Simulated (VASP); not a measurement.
# BeSe3 (P1) in VASP: relaxation of shape and atoms at fixed volume with PBE

Aim: the relaxation of shape and atoms at fixed volume of BeSe3 with PBE.

Program: VASP 6.6.1. These are calculated values, not measurements. Logs are shortened: lines on timing, memory, paths and dates and some standing lists are left out, and cuts for length are marked.

## Step 1: The cell of the first run

The typed cell holds 8 atoms: a = 5.140 Å, b = 5.142 Å, c = 7.324 Å, α = 96.19°, β = 95.66°, γ = 89.98°.

## Step 2: Relaxation of shape and atoms at fixed volume, PBE (23.94 Å³/atom)

INCAR

```
SYSTEM = BeSe3
PREC = Accurate
ENCUT = 600
EDIFF = 1E-6
ISMEAR = 0
SIGMA = 0.02
LREAL = .FALSE.
LASPH = .TRUE.
NELM = 100
ALGO = Normal
ISIF = 4
LWAVE = .FALSE.
LCHARG = .FALSE.
GGA = PE
IBRION = 2
NSW = 50
EDIFFG = -0.01
```

KPOINTS

```
Automatic mesh
0
G
  6 6 4
  0 0 0
```

POSCAR

```
BeSe3
1.0
    5.1369779639      0.0024419824     -0.1867805194
    0.0031012367      5.1406407354      0.1094369817
   -0.4592909460     -0.9436830665      7.2482415350
Be Se
2 6
Direct
    0.9961232427      0.9977493629      0.0000939609
    0.4975763120      0.4967058924      1.0000814905
    0.7391984108      0.7045862994      0.8269562140
    0.2067728472      0.2370704614      0.8271187685
    0.2888932351      0.7914016259      0.1704718321
    0.7589176231      0.2615459695      0.1725230372
    0.0542020760      0.5570502427      0.3632852387
    0.4583162528      0.9538901459      0.6394694581
```

Potentials or basis: VASP PAW PBE potentials, release 64 (Be, Se).

Run with:

```bash
$ cat potpaw_PBE.64/Be/POTCAR potpaw_PBE.64/Se/POTCAR > POTCAR
$ mpirun -np 1 vasp_std > vasp.out
```

OUTCAR:

```text
SYSTEM = BeSe3
   PREC = Accurate
   ENCUT = 600
   EDIFF = 1E-6
   ISMEAR = 0
   LREAL = .FALSE.
   LASPH = .TRUE.
   NELM = 100
   ISIF = 4
   GGA = PE
   IBRION = 2
   NSW = 50
   EDIFFG = -0.01

 ion  position               nearest neighbor table
   1  0.996  0.998  0.000-   6 2.20   5 2.20   3 2.21   4 2.21
   2  0.498  0.497  0.000-   6 2.20   5 2.20   4 2.21   3 2.21
   3  0.739  0.705  0.827-   1 2.21   2 2.21   8 2.37
   4  0.207  0.237  0.827-   2 2.21   1 2.21   8 2.37
   5  0.289  0.791  0.170-   2 2.20   1 2.20   7 2.37
   6  0.759  0.262  0.173-   1 2.20   2 2.20   7 2.39
   7  0.054  0.557  0.363-   5 2.37   6 2.39
   8  0.458  0.954  0.639-   4 2.37   3 2.37

  LATTYP: Found a triclinic cell.
 ALAT       =     9.3537656198
 B/A-ratio  =     0.5495511969
 C/A-ratio  =     0.5497044321
 COS(alpha) =     0.0003043283
 COS(beta)  =     0.0845692199
 COS(gamma) =     0.6268257324

  Lattice vectors:

 A1 = (  -5.5962689099,  -0.9461250489,   7.4350220544)
 A2 = (  -5.1369779639,  -0.0024419824,   0.1867805194)
 A3 = (  -0.0031012367,  -5.1406407354,  -0.1094369817)

Analysis of symmetry for initial positions (statically):
=====================================================================
 Subroutine PRICEL returns:
 Original cell was already a primitive cell.

 Routine SETGRP: Setting up the symmetry group for a
 triclinic supercell.

 Subroutine GETGRP returns: Found  1 space group operations
 (whereof  1 operations were pure point group operations)
 out of a pool of  2 trial point group operations.

The static configuration has the point symmetry C_1 .

Analysis of symmetry for dynamics (positions and initial velocities):
=====================================================================
 Subroutine PRICEL returns:
 Original cell was already a primitive cell.

 Routine SETGRP: Setting up the symmetry group for a
 triclinic supercell.

 Subroutine GETGRP returns: Found  1 space group operations
 (whereof  1 operations were pure point group operations)
 out of a pool of  2 trial point group operations.

The dynamic configuration has the point symmetry C_1 .

 Subroutine INISYM returns: Found  1 space group operations
 (whereof  1 operations are pure point group operations),
 and found     1 'primitive' translations

----------------------------------------------------------------------------------------

                                     Primitive cell

  volume of cell :     191.4968

  direct lattice vectors                    reciprocal lattice vectors
     5.136977964  0.002441982 -0.186780519     0.195114906 -0.000379860  0.012314165
     0.003101237  5.140640735  0.109436982     0.000828011  0.193988991  0.025308818
    -0.459290946 -0.943683067  7.248241535     0.005015430 -0.002938716  0.137899699

  length of vectors
     5.140373092  5.141806418  7.323830368     0.195503477  0.195634738  0.138022163

  position of ions in fractional coordinates (direct lattice)
     0.996123243  0.997749363  0.000093961
     0.497576312  0.496705892  0.000081491
     0.739198411  0.704586299  0.826956214
     0.206772847  0.237070461  0.827118768
     0.288893235  0.791401626  0.170471832
     0.758917623  0.261545969  0.172523037
     0.054202076  0.557050243  0.363285239
     0.458316253  0.953890146  0.639469458

  ion indices of the primitive-cell ions
   primitive index   ion index
                 1           1
                 2           2
                 3           3
                 4           4
                 5           5
                 6           6
                 7           7
                 8           8

----------------------------------------------------------------------------------------

 KPOINTS: Automatic mesh

Automatic generation of k-mesh.
 Grid dimensions read from file:
 generate k-points for:    6    6    4

 Generating k-lattice:

  Cartesian coordinates                     Fractional coordinates (reciprocal lattice)
     0.032519151 -0.000063310  0.002052361     0.166666667  0.000000000  0.000000000
     0.000138002  0.032331499  0.004218136     0.000000000  0.166666667 -0.000000000
     0.001253858 -0.000734679  0.034474925     0.000000000  0.000000000  0.250000000

  Length of vectors
     0.032583913  0.032605790  0.034505541

  Shift w.r.t. Gamma in fractional coordinates (k-lattice)
     0.000000000  0.000000000  0.000000000

 Subroutine IBZKPT returns following result:
 ===========================================

 Found     76 irreducible k-points:

 Following reciprocal coordinates:
            Coordinates               Weight
  0.000000  0.000000  0.000000      1.000000
  0.166667  0.000000  0.000000      2.000000
  0.333333  0.000000  0.000000      2.000000
  0.500000  0.000000  0.000000      1.000000
  0.000000  0.166667  0.000000      2.000000
  0.166667  0.166667  0.000000      2.000000
[... 16 lines left out ...]
  0.333333 -0.000000  0.250000      2.000000
  0.500000  0.000000  0.250000      2.000000
 [... further k-points ...]
   k-points           NKPTS =     76   k-points in BZ     NKDIM =     76   number of bands    NBANDS=     25
   number of dos      NEDOS =    301   number of ions     NIONS =      8
   total plane-waves  NPLWV = 105840
   dimension x,y,z NGX =    42 NGY =   42 NGZ =   60
   dimension x,y,z NGXF=    84 NGYF=   84 NGZF=  120
   ions per type =               2   6
   NGX,Y,Z   is equivalent  to a cutoff of  13.58, 13.58, 13.62 a.u.
   NGXF,Y,Z  is equivalent  to a cutoff of  27.17, 27.16, 27.24 a.u.
 SYSTEM =  BeSe3
   PREC   = accura    normal or accurate (medium, high low for compatibility)
   ISTART =      0    job   : 0-new  1-cont  2-samecut
   ICHARG =      2    charge: 1-file 2-atom 10-const
   ISPIN  =      1    spin polarized calculation?
   LNONCOLLINEAR =      F non collinear calculations
   LSORBIT =      F    spin-orbit coupling
   LASPH  =      T    aspherical Exc in radial PAW
   ENCUT  =  600.0 eV  44.10 Ry    6.64 a.u.  10.27 10.27 14.63*2*pi/ulx,y,z
   NELM   =    100;   NELMIN=  2; NELMDL= -5     # of ELM steps
   EDIFF  = 0.1E-05   stopping-criterion for ELM
   LREAL  =      F    real-space projection
   EDIFFG = -.1E-01   stopping-criterion for IOM
   NSW    =     50    number of steps for IOM
   IBRION =      2    ionic relax: 0-MD 1-quasi-New 2-CG
   NFREE  =      1    steps in history (QN), initial steepest desc. (CG)
   ISIF   =      4    stress and relaxation
   ISYM   =      2    0-nonsym 1-usesym 2-fastsym
   POTIM  = 0.5000    time-step for ionic-motion
   TEBEG  =    0.0;   TEEND  =   0.0 temperature during run
   PSTRESS=    0.0 pullay stress
   NELECT =      40.0000    total number of electrons
   NUPDOWN=      -1.0000    fix difference up-down
   EMIN   =  10.00;   EMAX   =-10.00  energy-range for DOS
   EFERMI =   0.00;   METHOD = LEGACY
   ISMEAR =     0;   SIGMA  =   0.02  broadening in eV -4-tet -1-fermi 0-gaus
   EFERMI_NEDOS =   21; number of points for ismear=-14 and -15
   IALGO  =     38    algorithm
   IMIX   =      4    mixing-type and parameters
     AMIX     =   0.40;   BMIX     =  1.00
     AMIX_MAG =   1.60;   BMIX_MAG =  1.00
  volume/ion in A,a.u.               =      23.94       161.54
  Fermi-wavevector in a.u.,A,eV,Ry     =   0.971347  1.835579 12.837296  0.943515
  Thomas-Fermi vector in A             =   2.101556
   LORBIT       =      0    0 simple, 1 ext, 2 COOP (PROOUT), +10 PAW based schemes
   GGA     = PE    functional components
   LHFCALC =     F    Hartree Fock is set to
   AEXX    =    0.0000 exact exchange contribution
   IVDW    =     0    specifies the selected vdW correction
   LEPSILON=     F    determine dielectric tensor
   LRPA    =     F    only Hartree local field effects (RPA)
 conjugate gradient relaxation of ions
 non-spin polarized calculation
 Gauss-broadening in eV      SIGMA  =   0.02
  energy-cutoff  :      600.00
  volume of cell :      191.50
 maximum number of plane-waves:      6412
 NGX is ok and might be reduce to    42
   NGX = 21   NGY = 21   NGZ = 29

--------------------------------------- Ionic step        1  -------------------------------------------

 number of electron      40.0000000 magnetization

 Free energy of the ion-electron system (eV)
  ---------------------------------------------------
  ext. energy  EPLUGINS =         0.00000000
  ---------------------------------------------------
  free energy    TOTEN  =       -31.10039938 eV

  energy without entropy =      -31.10039938  energy(sigma->0) =      -31.10039938

------------------------ aborting loop because EDIFF is reached ----------------------------------------

  FORCE on cell =-STRESS in cart. coord.  units (eV):
  Direction    XX          YY          ZZ          XY          YZ          ZX
  --------------------------------------------------------------------------------------
  -------------------------------------------------------------------------------------
  Total        2.8600553      2.8557870      2.8691301      0.0070165      0.0095482      0.0098997
  in kB       23.9289424     23.8932312     24.0048676      0.0587044      0.0798861      0.0828268
  external PRESSURE =      23.9423471 kB  Pullay stress =       0.0000000 kB
[... 107 lines left out ...]
  FREE ENERGIE OF THE ION-ELECTRON SYSTEM (eV)
  ---------------------------------------------------
  free  energy   TOTEN  =       -31.1175544851 eV

  energy  without entropy=      -31.1175544851  energy(sigma->0) =      -31.11755449

[... ionic steps 4 to 15 ...]

--------------------------------------- Ionic step       16  -------------------------------------------

 number of electron      40.0000001 magnetization

------------------------ aborting loop because EDIFF is reached ----------------------------------------

  FORCE on cell =-STRESS in cart. coord.  units (eV):
  Direction    XX          YY          ZZ          XY          YZ          ZX
  --------------------------------------------------------------------------------------
  -------------------------------------------------------------------------------------
  Total        1.3425038      1.3413872      1.3290271     -0.0112330      0.0080222      0.0086791
  in kB       11.2321939     11.2228514     11.1194395     -0.0939818      0.0671184      0.0726144
  external PRESSURE =      11.1914949 kB  Pullay stress =       0.0000000 kB
[... 69 lines left out ...]
  energy  without entropy=      -31.1265868195  energy(sigma->0) =      -31.12658682

--------------------------------------- Ionic step       18  -------------------------------------------

 number of electron      40.0000001 magnetization

 Free energy of the ion-electron system (eV)
  ---------------------------------------------------
  ext. energy  EPLUGINS =         0.00000000
  ---------------------------------------------------
  free energy    TOTEN  =       -31.12659903 eV

  energy without entropy =      -31.12659903  energy(sigma->0) =      -31.12659903

 E-fermi :   2.3123     XC(G=0):  -8.6451

 val. band max:        2.1957607349   @ k =   0.5000   0.5000   0.0000
 cond. band min:       2.6925527502   @ k =   0.0000   0.0000   0.5000
 fundamental gap:      0.4967920153
 Fermi energy:         2.3123106436

 k-point     1 :       0.0000    0.0000    0.0000
  band No.  band energies     occupation
      1     -12.7208      2.00000
      2     -11.9964      2.00000
      3     -10.3540      2.00000
      4     -10.2490      2.00000
      5      -9.4146      2.00000
      6      -8.5795      2.00000
[... 661 lines left out ...]
     24       5.1753      0.00000
     25       7.5043      0.00000

 [... further k-points ...]
[... 5 lines left out ...]
  --------------------------------------------------------------------------------------
  -------------------------------------------------------------------------------------
  Total        1.3376994      1.3367470      1.3255094     -0.0073353      0.0071209      0.0077220
  in kB       11.1919972     11.1840289     11.0900089     -0.0613713      0.0595774      0.0646071
  external PRESSURE =      11.1553450 kB  Pullay stress =       0.0000000 kB
[... 23 lines left out ...]
  FREE ENERGIE OF THE ION-ELECTRON SYSTEM (eV)
  ---------------------------------------------------
  free  energy   TOTEN  =       -31.1265990252 eV

  energy  without entropy=      -31.1265990252  energy(sigma->0) =      -31.12659903

 reached required accuracy - stopping structural energy minimisation
```

Run time: 70 min. Hardware: 1 thread of Oxide Virtual Turin-like, shared host; peak memory 0.54 GiB.

What came out:

| Quantity | Value |
| --- | --- |
| Free energy | -31.1266 eV |
| Energy gained by relaxing | 3.3 meV/atom |
| Ionic steps | 18 |
| Pressure after relaxing | 1.1 GPa |
| Largest force after relaxing | 0.009 eV/Å |
| Band gap on the k mesh | 0.50 eV (least direct gap 0.57 eV) |

Forces on the atoms (eV/Å):
```
Be  -0.001  0.000 -0.001
Be   0.000 -0.001 -0.001
Se   0.003  0.000  0.001
Se   0.001  0.002  0.001
Se  -0.001 -0.001  0.001
Se  -0.003 -0.003  0.001
Se   0.006  0.006 -0.004
Se  -0.003 -0.003  0.002
```

Step by step:
```tsv
step	energy change (eV)	largest force (eV/Å)	pressure (GPa)	volume (Å³)
1	0.0000	0.3410	2.39	191.50
2	-0.0143	0.1429	1.88	191.50
3	-0.0172	0.1750	1.53	191.50
4	-0.0222	0.1075	1.36	191.50
5	-0.0241	0.0729	1.17	191.50
6	-0.0241	0.0741	1.18	191.50
7	-0.0248	0.0495	1.16	191.50
8	-0.0248	0.0424	1.17	191.50
9	-0.0253	0.0400	1.16	191.50
10	-0.0257	0.0386	1.16	191.50
11	-0.0258	0.0388	1.16	191.50
12	-0.0261	0.0184	1.13	191.50
13	-0.0261	0.0243	1.12	191.50
14	-0.0262	0.0132	1.12	191.50
15	-0.0262	0.0127	1.12	191.50
16	-0.0262	0.0117	1.12	191.50
17	-0.0262	0.0102	1.12	191.50
18	-0.0262	0.0092	1.12	191.50
```

Final structure:
```
Be Se
1.0
     5.15712    0.00287   -0.18468
     0.00368    5.16013    0.11250
    -0.46023   -0.94178    7.19197
Be Se
2 6
Direct
  0.99440 0.99841 0.00013
  0.49815 0.49500 0.00014
  0.74071 0.70176 0.82308
  0.20400 0.23856 0.82316
  0.29046 0.79305 0.17180
  0.75745 0.26020 0.17810
  0.05683 0.55961 0.37135
  0.45799 0.95340 0.63223
```

Levels at points of the mesh, in eV from the valence-band top:
```
           k point  band 16  band 17  band 18  band 19  band 20  band 21  band 22  band 23  band 24  band 25
(0.00, 0.00, 0.00)    -1.74    -1.40    -1.36    -0.36    -0.28     1.40     1.61     2.18     2.50     3.24
(0.50, 0.00, 0.00)    -1.84    -1.72    -1.59    -0.77    -0.53     1.92     2.03     2.86     2.97     5.63
(0.00, 0.50, 0.00)    -1.84    -1.73    -1.59    -0.77    -0.53     1.94     2.04     2.85     2.97     5.64
(0.50, 0.50, 0.00)    -1.44    -1.26    -1.01    -0.15     0.00     1.06     1.37     2.94     2.95     4.67
(0.00, 0.00, 0.50)    -1.67    -1.58    -0.73    -0.22    -0.07     0.50     1.50     2.28     2.35     3.21
(0.50, 0.00, 0.50)    -1.93    -1.68    -1.52    -0.55    -0.49     1.96     2.20     2.94     3.02     4.94
(0.00, 0.50, 0.50)    -1.93    -1.68    -1.51    -0.57    -0.48     1.94     2.18     2.94     3.02     4.92
(0.50, 0.50, 0.50)    -1.50    -1.19    -1.02    -0.59    -0.43     1.70     2.02     2.80     3.00     4.75
```

A k mesh can miss the band edges.
